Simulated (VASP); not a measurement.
Set up this calculation in VASP 6.6.1, as the native input.

```
Task                   : relaxation of cell and atoms
Functional             : PBE
Potentials or basis    : VASP PAW PBE potentials, release 64 (Zn, Cd, S)
Cutoff                 : 500 eV
k mesh                 : 8 × 8 × 6
Occupations            : gaussian, width 0.1 eV
Spin                   : no spin polarisation
Dipole correction      : no
Further INCAR settings : ALGO = Normal; EDIFF = 1e-07; IBRION = 2; EDIFFG = -0.01; NSW = 100; ISIF = 3
```

The structure of ZnCd4S lies in POSCAR:

```
ZnCd4S
1.0
    4.4455238538      0.0000000000      0.0000000000
    0.0000000000      4.4455238538      0.0000000000
    0.0000000000      0.0000000000      7.1571089432
Zn Cd S
1 4 1
Direct
    0.0000000000      0.0000000000      0.0000000000
    0.5000000000      0.0000000000      0.7673078942
    0.0000000000      0.5000000000      0.2326921058
    0.5000000000      0.0000000000      0.2326921058
    0.0000000000      0.5000000000      0.7673078942
    0.5000000000      0.5000000000      0.5000000000
```

The cell was generated, and may not be a known phase.

These files were run (other wordings do the same):

INCAR

```
  PREC = Accurate
  ENCUT = 500
  EDIFF = 1E-7
  ISMEAR = 0
  SIGMA = 0.1
  LREAL = F
  LASPH = T
  NELM = 120
  ALGO = Normal
  ISIF = 3
  LWAVE = F
  LCHARG = F
  GGA = PE
  IBRION = 2
  NSW = 100
  EDIFFG = -0.01
  GGA_COMPAT = F
  NELMIN = 4
```

KPOINTS

```
regular mesh
0
Gamma
  8 8 6
```

Potentials or basis: VASP PAW PBE potentials, release 64 (Zn, Cd, S).

The run is started by

```console
$ cat potpaw_PBE.64/Zn/POTCAR potpaw_PBE.64/Cd/POTCAR potpaw_PBE.64/S/POTCAR > POTCAR
$ mpirun -np 1 vasp_std > vasp.out
```

It gave:

- Relaxed volume: 23.82 Å³/atom
- Relaxed cell: a = 4.458 Å, b = 4.458 Å, c = 7.189 Å, α = 90.00°, β = 90.00°, γ = 90.00°
- Space group after relaxing (to 0.1 Å): P4/mmm (No. 123)
- Energy gained by relaxing: 0.4 meV/atom
- Ionic steps: 6
- Pressure after relaxing: 0.0 GPa
- Largest force after relaxing: 0.005 eV/Å
- Band gap on the k mesh: zero (bands 33 and 34 overlap by 1.62 eV)

Wall time 24 min on 1 thread of Oxide Virtual Turin-like Processor (shared host), peak memory 0.38 GiB.
